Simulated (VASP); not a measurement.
Write the native input for VASP 6.6.1 that does the following.

* Task: single point
* Functional: r2SCAN
* Potentials or basis: VASP PAW PBE potentials, release 64 (In_d, Sb)
* Cutoff: 520 eV
* k mesh: 6 × 6 × 6
* Occupations: fermi-dirac, width 0.02 eV
* Spin: no spin polarisation
* Dipole correction: no
* Further INCAR settings: ALGO = Normal; EDIFF = 1e-07; NBANDS = 16

The system is InSb.

```
In Sb
1.0
     0.00000    3.27951    3.27951
     3.27951    0.00000    3.27951
     3.27951    3.27951    0.00000
In Sb
1 1
Direct
  0.00000 0.00000 0.00000
  0.25000 0.25000 0.25000
```

These files were run (other wordings do the same):

POSCAR

```
InSb
1.0
    0.0000000000      3.2795130186      3.2795130186
    3.2795130186      0.0000000000      3.2795130186
    3.2795130186      3.2795130186      0.0000000000
In Sb
1 1
Direct
    0.0000000000      0.0000000000      0.0000000000
    0.2500000000      0.2500000000      0.2500000000
```

INCAR.step1

```
SYSTEM = InSb
PREC = Accurate
ENCUT = 520
ISMEAR = -1
SIGMA = 0.02
LREAL = .FALSE.
LASPH = .TRUE.
NELM = 80
NBANDS = 16
GGA = PE
ALGO = Normal
EDIFF = 1E-4
LWAVE = .TRUE.
LCHARG = .FALSE.
```

INCAR.step2

```
SYSTEM = InSb
PREC = Accurate
ENCUT = 520
EDIFF = 1E-7
ISMEAR = -1
SIGMA = 0.02
LREAL = .FALSE.
LASPH = .TRUE.
NELM = 80
ALGO = Normal
ISIF = 2
LWAVE = .FALSE.
LCHARG = .TRUE.
METAGGA = R2SCAN
LMIXTAU = .TRUE.
LELF = .TRUE.
LVHAR = .TRUE.
NBANDS = 16
ISTART = 1
```

KPOINTS

```
Automatic mesh
0
G
  6 6 6
  0 0 0
```

Potentials or basis: VASP PAW PBE potentials, release 64 (In_d, Sb).

The run is started by

```bash
$ cat potpaw_PBE.64/In_d/POTCAR potpaw_PBE.64/Sb/POTCAR > POTCAR
$ cp INCAR.step1 INCAR
$ mpirun -np 1 vasp_std > vasp.out
$ cp INCAR.step2 INCAR
$ mpirun -np 1 vasp_std > vasp.out
```

Results of the run:

| Item | Value |
| --- | --- |
| Pressure | 0.0 GPa |
| Band gap on the k mesh | 0.01 eV |

Caveat: the smearing spreads over this small gap; semilocal functionals underestimate gaps, and a narrow one can read as zero; the PAW data sets were made with another functional, which shifts forces and pressure a little; spin-orbit coupling is left out, which moves the levels of the heavy elements.

It took 4 min on 1 thread of Intel Xeon 8259CL (shared host), peak memory 0.2 GiB.
